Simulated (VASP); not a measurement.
Input of a VASP 6.6.1 run:

The input INCAR:

```
SYSTEM = HgTe
PREC = Accurate
ENCUT = 600
EDIFF = 1E-6
ISMEAR = -1
SIGMA = 0.02
LREAL = .False.
LASPH = .True.
NELM = 100
ALGO = Normal
ISIF = 3
LWAVE = .False.
LCHARG = .False.
GGA = PE
IBRION = 2
NSW = 80
EDIFFG = -0.005
```

Contents of KPOINTS:

```
regular mesh
0
Gamma
  6 6 4
  0 0 0
```

The input POSCAR:

```
HgTe
1.0
    4.6567538693      0.0000000000      0.0000000000
   -2.3283769347      4.0328671500      0.0000000000
    0.0000000000      0.0000000000      5.8206330000
Hg Te
2 2
Direct
    0.3333333333      0.6666666667      0.2500000000
    0.6666666667      0.3333333333      0.7500000000
    0.6666666667      0.3333333333      0.2500000000
    0.3333333333      0.6666666667      0.7500000000
```

Potentials or basis: VASP PAW PBE potentials, release 64 (Hg, Te).

Launch:

```console
$ cat potpaw_PBE.64/Hg/POTCAR potpaw_PBE.64/Te/POTCAR > POTCAR
$ mpirun -np 1 vasp_std > vasp.out
```

**Question.** What does it give for the relaxed volume?

**Answer.** 37.59 Å³/atom.

**Question.** Estimate the band gap on the k mesh.

**Answer.** Zero (bands 18 and 19 overlap by 0.18 eV).

**Question.** Predict the space group after relaxing (to 0.1 Å).

**Answer.** P6_3/mmc (No. 194).

Final structure:
```yaml
crystal:
  lattice:
    - [4.87976, 0.00000, 0.00000]
    - [-2.43988, 4.22600, 0.00000]
    - [0.00000, 0.00000, 7.29049]
  atoms:
    - { symbol: Hg, position: [0.33333, 0.66667, 0.25000] }
    - { symbol: Hg, position: [0.66667, 0.33333, 0.75000] }
    - { symbol: Te, position: [0.66667, 0.33333, 0.25000] }
    - { symbol: Te, position: [0.33333, 0.66667, 0.75000] }
```

Caveat: the volume moved by over 15 % at a fixed basis, so the end points are rough; semilocal functionals underestimate gaps, so a narrow gap can read as zero; spin-orbit coupling is left out, which moves the levels of the heavy elements.
